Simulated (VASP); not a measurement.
# B3As2: single point with PBE

Crystal: B3As2.

```
CELL_PARAMETERS angstrom
4.14375 0.00000 0.00000
0.00000 4.14375 0.00000
0.00000 0.00000 4.14375
ATOMIC_POSITIONS crystal
B 0.50000 0.00000 0.00000
B 0.00000 0.50000 0.00000
B 0.00000 0.00000 0.50000
As 0.50000 0.50000 0.50000
As 0.00000 0.00000 0.00000
```

* Program: VASP 6.6.1
* Task: single point
* Functional: PBE
* Potentials or basis: VASP PAW PBE potentials, release 64 (B, As)
* Cutoff: 520 eV
* k mesh: 4 × 4 × 4
* Occupations: gaussian, width 0.1 eV
* Spin: no spin polarisation

- Pressure: 0.7 GPa

Levels at points of the mesh, in eV from the Fermi level:
| k point | band 7 | band 8 | band 9 | band 10 | band 11 | band 12 |
| --- | --- | --- | --- | --- | --- | --- |
| (0.00, 0.00, 0.00) | -4.07 | -0.36 | -0.36 | -0.36 | 1.03 | 2.18 |
| (0.50, 0.00, 0.00) | -3.66 | -1.79 | -1.79 | 0.50 | 1.86 | 2.20 |
| (0.50, 0.50, 0.00) | -0.95 | -0.95 | -0.93 | 0.02 | 0.21 | 0.21 |
| (0.50, 0.50, 0.50) | -4.62 | -4.62 | 2.14 | 2.14 | 4.64 | 4.64 |

Wall time 6.2 s on 1 thread of Intel(R) Xeon(R) 6975P-C (Granite Rapids) (shared host), peak memory 0.17 GiB.

Caveat: the k points lie up to 0.38 Å⁻¹ apart.
